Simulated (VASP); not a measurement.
**Zr2VSe3: single point with PBE**

Crystal: Zr2VSe3.

```
CELL_PARAMETERS angstrom
-2.56452 2.56452 5.24204
2.56452 -2.56452 5.24204
2.56452 2.56452 -5.24204
ATOMIC_POSITIONS crystal
Zr 0.76178 0.76178 0.00000
Zr 0.23822 0.23822 0.00000
V 0.00000 0.00000 0.00000
Se 0.50000 0.00000 0.50000
Se 0.00000 0.50000 0.50000
Se 0.50000 0.50000 0.00000
```

The cell was built from a structure type or drawn by symmetry, and may not be a known phase.

- Program: VASP 6.6.1
- Task: single point
- Functional: PBE
- Potentials or basis: VASP PAW PBE potentials, release 64 (Zr_sv, V_sv, Se)
- Cutoff: 520 eV
- k mesh: 4 × 4 × 4
- Occupations: gaussian, width 0.1 eV
- Spin: collinear spin, ferromagnetic start
- Starting moments: [0.0, 0.0, 2.0, 0.0, 0.0, 0.0] μB
- Dipole correction: no
- Further INCAR settings: ALGO = Normal; EDIFF = 1e-07; NBANDS = 40

```
Pressure                                              : 0.1 GPa
Largest force                                         : 0.016 eV/Å
Net moment                                            : 0.70 μB per cell
Site moments                                          : Zr -0.10; V +0.86; Se -0.01, +0.06 (each value once) μB
Valence electrons inside the program's atomic spheres : Zr 9.74; V 11.74; Se 3.79, 3.88 (each value once)
```

Forces in eV/Å, atoms in the order of the input:
```
Zr   0.000  0.000 -0.016
Zr   0.000  0.000  0.016
V    0.000  0.000  0.000
Se   0.000  0.000  0.000
Se   0.000  0.000  0.000
Se   0.000  0.000  0.000
```

Stress tensor (GPa, compression positive):
```
0.07 0.00 0.00
0.00 0.07 0.00
0.00 0.00 0.19
```

Levels at points of the mesh, in eV from the Fermi level:
Spin up:
```csv
k point,band 24,band 25,band 26,band 27,band 28,band 29,band 30,band 31,band 32,band 33
"(0.00, 0.00, 0.00)",-1.68,-1.44,-1.17,-1.17,-0.08,0.46,0.95,1.03,1.03,1.18
"(0.50, 0.00, 0.00)",-1.40,-0.81,-0.62,-0.42,-0.08,0.06,0.57,0.64,0.76,0.87
"(0.50, 0.50, 0.00)",-2.75,-1.35,-1.05,-0.49,-0.31,0.20,0.45,1.02,1.02,1.21
"(0.50, 0.50, 0.50)",-1.91,-1.37,-1.25,-0.81,-0.65,0.33,0.50,1.66,1.75,1.75
```
Spin down:
```
           k point  band 23  band 24  band 25  band 26  band 27  band 28  band 29  band 30  band 31  band 32
(0.00, 0.00, 0.00)    -2.58    -1.30    -1.29    -0.83    -0.83     0.63     0.77     0.89     0.95     0.95
(0.50, 0.00, 0.00)    -2.30    -1.13    -0.72    -0.40    -0.20    -0.02     0.22     0.70     0.79     0.80
(0.50, 0.50, 0.00)    -2.72    -2.70    -1.18    -1.10    -0.54    -0.04     0.15     0.75     0.94     1.14
(0.50, 0.50, 0.50)    -1.74    -1.74    -1.16    -0.88    -0.81    -0.10     0.27     0.83     1.68     1.68
```

Run time: 3.7 min on 1 thread of Intel(R) Xeon(R) Platinum 8375C CPU @ 2.90GHz (Ice Lake) (shared host), peak memory 0.46 GiB.

With open d or f shells a metallic result of PBE can be an artefact of self-interaction; +U or a hybrid may open a gap.
